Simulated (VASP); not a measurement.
# CdS4 (P-3m1) in VASP: a series of runs, part 2 of 2

VASP 6.6.1. The steps go on from the part before.

## Step 4: Relaxation of cell and atoms, PBE

This run uses another cell than the first one, of 21.21 Å³/atom.

Input file INCAR:

```
  ALGO = Normal
  EDIFF = 1E-6
  EDIFFG = -0.04
  ENCUT = 600
  GGA = PE
  IBRION = 2
  ISIF = 3
  ISMEAR = 0
  LASPH = True
  LCHARG = False
  LREAL = False
  LWAVE = False
  NELM = 80
  NSW = 90
  PREC = Accurate
  SIGMA = 0.1
```

Input file KPOINTS:

```
k-points
0
Gamma
  6 6 2
```

Input file POSCAR:

```
CdS4
1.0
    3.3643846300      0.0000000000      0.0000000000
   -1.6821923200      2.9136425600      0.0000000000
    0.0000000000      0.0000000000     10.8181161500
Cd S
1 4
Direct
    0.0000000000      0.0000000000      0.0000000000
    0.3333333300      0.6666666700      0.8658552800
    0.3333333300      0.6666666700      0.3767953500
    0.6666666700      0.3333333300      0.1341447200
    0.6666666700      0.3333333300      0.6232046500
```

Potentials or basis: VASP PAW PBE potentials, release 64 (Cd, S).

Command:

```bash
cat potpaw_PBE.64/Cd/POTCAR potpaw_PBE.64/S/POTCAR > POTCAR
mpirun -np 1 vasp_std > vasp.out
```

OUTCAR:

```text
EDIFF = 1E-6
   EDIFFG = -0.04
   ENCUT = 600
   GGA = PE
   IBRION = 2
   ISIF = 3
   ISMEAR = 0
   LASPH = True
   LREAL = False
   NELM = 80
   NSW = 90
   PREC = Accurate

 ion  position               nearest neighbor table
   1  0.000  0.000  0.000-   2 2.42   4 2.42   4 2.42   2 2.42   4 2.42   2 2.42
   2  0.333  0.667  0.866-   1 2.42   1 2.42   1 2.42
   3  0.333  0.667  0.377-
   4  0.667  0.333  0.134-   1 2.42   1 2.42   1 2.42
   5  0.667  0.333  0.623-

  LATTYP: Found a hexagonal cell.
 ALAT       =     3.3643846300
 C/A-ratio  =     3.2154813851

  Lattice vectors:

 A1 = (   3.3643846300,   0.0000000000,   0.0000000000)
 A2 = (  -1.6821923200,   2.9136425600,   0.0000000000)
 A3 = (   0.0000000000,   0.0000000000,  10.8181161500)

Analysis of symmetry for initial positions (statically):
=====================================================================
 Subroutine PRICEL returns:
 Original cell was already a primitive cell.

 Routine SETGRP: Setting up the symmetry group for a
 hexagonal supercell.
[... 152 lines left out ...]
   NGX = 13   NGY = 13   NGZ = 43

--------------------------------------- Ionic step        1  -------------------------------------------

 number of electron      35.9999995 magnetization

 Free energy of the ion-electron system (eV)
  ---------------------------------------------------
  ext. energy  EPLUGINS =         0.00000000
  ---------------------------------------------------
  free energy    TOTEN  =       -11.46617359 eV

  energy without entropy =      -11.44333394  energy(sigma->0) =      -11.45475377

------------------------ aborting loop because EDIFF is reached ----------------------------------------

  FORCE on cell =-STRESS in cart. coord.  units (eV):
  Direction    XX          YY          ZZ          XY          YZ          ZX
  --------------------------------------------------------------------------------------
  -------------------------------------------------------------------------------------
  Total        6.1085062      6.1085062      0.3254596     -0.0000000     -0.0000000      0.0000000
  in kB       92.2894474     92.2894475      4.9171581     -0.0000002     -0.0000000      0.0000000
  external PRESSURE =      63.1653510 kB  Pullay stress =       0.0000000 kB
[... 815 lines left out ...]
     21       6.1059      0.00000
     22       9.6602      0.00000

[... ionic steps 4 to 15 ...]

--------------------------------------- Ionic step       16  -------------------------------------------

 number of electron      35.9999994 magnetization

------------------------ aborting loop because EDIFF is reached ----------------------------------------
[... 73 lines left out ...]
--------------------------------------- Ionic step       18  -------------------------------------------

 number of electron      35.9999996 magnetization

 Free energy of the ion-electron system (eV)
  ---------------------------------------------------
  ext. energy  EPLUGINS =         0.00000000
  ---------------------------------------------------
  free energy    TOTEN  =       -15.08790289 eV

  energy without entropy =      -15.08274955  energy(sigma->0) =      -15.08532622

 E-fermi :   4.4630     XC(G=0): -10.2490

 val. band max:        4.4270021353   @ k =   0.0000   0.0000   0.5000
 cond. band min:       4.5117694780   @ k =   0.0000   0.0000   0.0000
 fundamental gap:      0.0847673427
 Fermi energy:         4.4630323128
[... 380 lines left out ...]
  FREE ENERGIE OF THE ION-ELECTRON SYSTEM (eV)
  ---------------------------------------------------
  free  energy   TOTEN  =       -15.0879028870 eV

  energy  without entropy=      -15.0827495498  energy(sigma->0) =      -15.08532622

 reached required accuracy - stopping structural energy minimisation
```

It took 5 min on 1 thread of Intel Xeon 6975P-C (Granite Rapids), shared host; peak memory 0.27 GiB.

What came out:

```yaml
Free_energy: -15.0879 eV
Relaxed_volume: 19.47 Å³/atom
Relaxed_cell: a = 3.671 Å, b = 3.671 Å, c = 8.342 Å, α = 90.00°, β = 90.00°, γ = 120.00°
Space_group_after_relaxing_to_0.1_Å: P-3m1 (No. 164)
Energy_gained_by_relaxing: 724.3 meV/atom
Ionic_steps: 18
Pressure_after_relaxing: 0.0 GPa
Largest_force_after_relaxing: 0.038 eV/Å
Band_gap_on_the_k_mesh: zero (bands 18 and 19 overlap by 0.41 eV)
```

Forces on the atoms (eV/Å):
```
Cd   0.000  0.000  0.000
S    0.000  0.000 -0.038
S    0.000  0.000 -0.001
S    0.000  0.000  0.038
S    0.000  0.000  0.001
```

The path:
| step | energy change (eV) | largest force (eV/Å) | pressure (GPa) | volume (Å³) |
| --- | --- | --- | --- | --- |
| 1 | 0.0000 | 2.6619 | 6.32 | 106.05 |
| 2 | -0.6966 | 0.7837 | -4.11 | 119.29 |
| 3 | -0.7094 | 0.6227 | -5.46 | 122.22 |
| 4 | -1.7081 | 0.9888 | -6.49 | 117.64 |
| 5 | -2.9358 | 1.1126 | -5.99 | 110.04 |
| 6 | -1.8518 | 1.1312 | 8.75 | 89.76 |
| 7 | -3.1379 | 0.8982 | -1.76 | 101.58 |
| 8 | -3.1581 | 0.9928 | -2.86 | 103.80 |
| 9 | -3.1613 | 0.9748 | -2.60 | 103.23 |
| 10 | -3.3771 | 0.6387 | 1.87 | 95.95 |
| 11 | -3.3910 | 0.5471 | 3.54 | 93.83 |
| 12 | -3.5518 | 0.1968 | 2.20 | 94.88 |
| 13 | -3.6016 | 0.2546 | 1.54 | 95.75 |
| 14 | -3.6165 | 0.0181 | -0.48 | 98.18 |
| 15 | -3.6168 | 0.0366 | -0.22 | 97.85 |
| 16 | -3.6199 | 0.0236 | -0.13 | 97.64 |
| 17 | -3.6214 | 0.0575 | 0.00 | 97.37 |
| 18 | -3.6217 | 0.0378 | -0.03 | 97.36 |

Final structure:
```cif
data_structure
_symmetry_space_group_name_H-M 'P 1'
_symmetry_Int_Tables_number 1
_cell_length_a 3.6709
_cell_length_b 3.6709
_cell_length_c 8.3423
_cell_angle_alpha 90.000
_cell_angle_beta 90.000
_cell_angle_gamma 120.000
_cell_volume 97.36
loop_
_atom_site_label
_atom_site_type_symbol
_atom_site_fract_x
_atom_site_fract_y
_atom_site_fract_z
_atom_site_occupancy
Cd1 Cd 0.00000 0.00000 0.00000 1
S1 S 0.33333 0.66667 0.80599 1
S2 S 0.33333 0.66667 0.41681 1
S3 S 0.66667 0.33333 0.19401 1
S4 S 0.66667 0.33333 0.58319 1
```

Caveat: semilocal functionals underestimate gaps, so a narrow gap can read as zero; a cell axis changed by over 15 % at a fixed basis, so the end point is rough.

## Step 5: Single point, PBE

This run uses another cell than the first one, of 19.35 Å³/atom.

Input file INCAR:

```
PREC = Accurate
ENCUT = 520
EDIFF = 1E-7
ISMEAR = 0
SIGMA = 0.1
LREAL = F
LASPH = T
NELM = 80
ALGO = Normal
ISIF = 2
LWAVE = F
LCHARG = F
GGA = PE
NBANDS = 26
```

Input file KPOINTS:

```
regular mesh
0
Gamma
  12 12 6
```

Input file POSCAR:

```
CdS4
1.0
    3.6517383008      0.0000000000      0.0000000000
   -1.8258691504      3.1624981364      0.0000000000
    0.0000000000      0.0000000000      8.3784597623
Cd S
1 4
Direct
    0.0000000000      0.0000000000      0.0000000000
    0.3333333333      0.6666666667      0.8067666158
    0.3333333333      0.6666666667      0.4136625576
    0.6666666667      0.3333333333      0.1932333842
    0.6666666667      0.3333333333      0.5863374424
```

Command:

```bash
cat potpaw_PBE.64/Cd/POTCAR potpaw_PBE.64/S/POTCAR > POTCAR
mpirun -np 1 vasp_std > vasp.out
```

Wall time 2.2 min (1 thread of Intel Xeon 6975P-C (Granite Rapids), shared host); peak memory 0.36 GiB.

It converged, with:

- Free energy: -15.0847 eV
- Pressure: 0.1 GPa
- Largest force: 0.047 eV/Å
- Band gap on the k mesh: zero (bands 18 and 19 overlap by 0.36 eV)

Forces in eV/Å, atoms in the order of the input:
```
Cd   0.000  0.000  0.000
S    0.000  0.000 -0.047
S    0.000  0.000  0.013
S    0.000  0.000  0.047
S    0.000  0.000 -0.013
```

Levels at points of the mesh, in eV from the Fermi level:
| k point | band 15 | band 16 | band 17 | band 18 | band 19 | band 20 | band 21 | band 22 |
| --- | --- | --- | --- | --- | --- | --- | --- | --- |
| (0.00, 0.00, 0.00) | -1.09 | -1.09 | 0.03 | 0.03 | 0.06 | 0.06 | 1.45 | 4.43 |
| (0.50, 0.00, 0.00) | -2.01 | -1.57 | -1.39 | -0.96 | -0.12 | 0.94 | 1.53 | 4.54 |
| (0.00, 0.00, 0.50) | -0.88 | -0.43 | -0.43 | -0.42 | 0.07 | 0.32 | 0.32 | 5.03 |
| (0.50, 0.00, 0.50) | -2.30 | -1.81 | -0.99 | -0.24 | 0.45 | 0.91 | 1.55 | 4.20 |

Caveat: semilocal functionals underestimate gaps, so a narrow gap can read as zero.

## Step 6: Relaxation of cell and atoms, PBE

Input file INCAR:

```
PREC     = Accurate       # precision mode
ENCUT    = 600            # plane-wave cutoff, eV
EDIFF    = 1E-7           # SCF threshold, eV
ISMEAR   = 0              # smearing method
SIGMA    = 0.1            # smearing width, eV
LREAL    = False          # projectors in reciprocal space
LASPH    = True           # aspherical terms in the spheres
NELM     = 60             # most SCF steps
ALGO     = Normal         # electronic algorithm
ISIF     = 3              # what is computed and relaxed
LWAVE    = False          # write WAVECAR
LCHARG   = False          # write CHGCAR
GGA      = PE             # functional
IBRION   = 2              # ionic algorithm
NSW      = 100            # ionic steps
EDIFFG   = -0.01          # ionic threshold
```

KPOINTS is that of step 5.

Input file POSCAR:

```
CdS4
1.0
    3.6650922963      0.0000000000      0.0000000000
   -1.8325461481      3.1740630358      0.0000000000
    0.0000000000      0.0000000000      8.3381816051
Cd S
1 4
Direct
    0.0000000000      0.0000000000      0.0000000000
    0.3333333333      0.6666666667      0.8058759382
    0.3333333333      0.6666666667      0.4164780535
    0.6666666667      0.3333333333      0.1941240618
    0.6666666667      0.3333333333      0.5835219465
```

Potentials or basis: VASP PAW PBE potentials, release 64 (Cd, S).

Command:

```bash
cat potpaw_PBE.64/Cd/POTCAR potpaw_PBE.64/S/POTCAR > POTCAR
mpirun -np 1 vasp_std > vasp.out
```

It took 9.8 min on 1 thread of Intel Xeon 6975P-C (Granite Rapids), shared host; peak memory 0.4 GiB.

The run converged. Its results:

```
Free energy                           : -15.0853 eV
Relaxed volume                        : 19.38 Å³/atom
Relaxed cell                          : a = 3.654 Å, b = 3.654 Å, c = 8.378 Å, α = 90.00°, β = 90.00°, γ = 120.00°
Space group after relaxing (to 0.1 Å) : P-3m1 (No. 164)
Energy gained by relaxing             : 0.8 meV/atom
Ionic steps                           : 6
Pressure after relaxing               : 0.0 GPa
Largest force after relaxing          : 0.005 eV/Å
Band gap on the k mesh                : zero (bands 18 and 19 overlap by 0.37 eV)
```

Forces in eV/Å, atoms in the order of the input:
```
Cd   0.000  0.000  0.000
S    0.000  0.000 -0.005
S    0.000  0.000  0.005
S    0.000  0.000  0.005
S    0.000  0.000 -0.005
```

Stress tensor (GPa, compression positive):
```
-0.03  0.00  0.00
 0.00 -0.03  0.00
 0.00  0.00  0.07
```

The path:
```csv
step,energy change (eV),largest force (eV/Å),pressure (GPa),volume (Å³)
1,0.0000,0.1498,0.19,97.00
2,-0.0020,0.0891,-0.14,97.33
3,-0.0025,0.0411,-0.38,97.58
4,-0.0037,0.0046,-0.14,97.13
5,-0.0038,0.0167,-0.04,96.95
6,-0.0039,0.0047,0.01,96.90
```

Final structure:
```
Cd S
1.0
     3.65444    0.00000    0.00000
    -1.82722    3.16484    0.00000
     0.00000    0.00000    8.37785
Cd S
1 4
Direct
  0.00000 0.00000 0.00000
  0.33333 0.66667 0.80606
  0.33333 0.66667 0.41390
  0.66667 0.33333 0.19394
  0.66667 0.33333 0.58610
```

Levels at points of the mesh, in eV from the Fermi level:
| k point | band 15 | band 16 | band 17 | band 18 | band 19 | band 20 | band 21 | band 22 |
| --- | --- | --- | --- | --- | --- | --- | --- | --- |
| (0.00, 0.00, 0.00) | -1.09 | -1.09 | 0.03 | 0.03 | 0.06 | 0.06 | 1.45 | 4.40 |
| (0.50, 0.00, 0.00) | -1.99 | -1.58 | -1.38 | -0.96 | -0.13 | 0.94 | 1.53 | 4.53 |
| (0.00, 0.00, 0.50) | -0.89 | -0.43 | -0.42 | -0.42 | 0.05 | 0.31 | 0.31 | 5.00 |
| (0.50, 0.00, 0.50) | -2.30 | -1.81 | -0.98 | -0.24 | 0.45 | 0.93 | 1.55 | 4.17 |

Caveat: semilocal functionals underestimate gaps, so a narrow gap can read as zero.

## Step 7: The runs side by side

| task | cell | k mesh | cutoff (eV) | gap on the mesh (eV) | pressure (GPa) | relaxed volume (Å³/atom) | largest force (eV/Å) |
| --- | --- | --- | --- | --- | --- | --- | --- |
| single point | a = 3.665, b = 3.665, c = 8.338 Å, angles 90.0, 90.0, 120.0°, 5 atoms, atomic positions A | 6 × 6 × 2 | 520 | none | 0.2 | - | 0.05 |
| single point | a = 3.364, b = 3.364, c = 10.818 Å, angles 90.0, 90.0, 120.0°, 5 atoms, atomic positions B | 6 × 6 × 2 | 520 | none | 6.3 | - | 2.66 |
| relaxation of cell and atoms | relaxed from a = 3.364, b = 3.364, c = 10.818 Å, angles 90.0, 90.0, 120.0°, 5 atoms, atomic positions B | 6 × 6 × 2 | 600 | none | 0.0 | 19.47 | 0.04 |
| single point | a = 3.652, b = 3.652, c = 8.378 Å, angles 90.0, 90.0, 120.0°, 5 atoms, atomic positions C | 12 × 12 × 6 | 520 | none | 0.1 | - | 0.05 |
| relaxation of cell and atoms | relaxed from a = 3.665, b = 3.665, c = 8.338 Å, angles 90.0, 90.0, 120.0°, 5 atoms, atomic positions A | 12 × 12 × 6 | 600 | none | 0.0 | 19.38 | - |

Alike in all rows: level PBE; potentials or basis VASP PAW PBE potentials, release 64 (Cd, S); no spin polarisation; smearing gaussian 0.1 eV.

Caveats: some runs use coarse meshes; semilocal functionals underestimate gaps, so a narrow gap can read as zero (at least some runs); the cell stands under pressure (at least some runs); forces of over 1 eV/Å act on the atoms, so gaps and moduli don't describe the material at rest (at least some runs); a cell axis changed by over 15 % at a fixed basis, so the end point is rough (at least some runs).

Absolute energies hang on the potentials; compare differences alone.
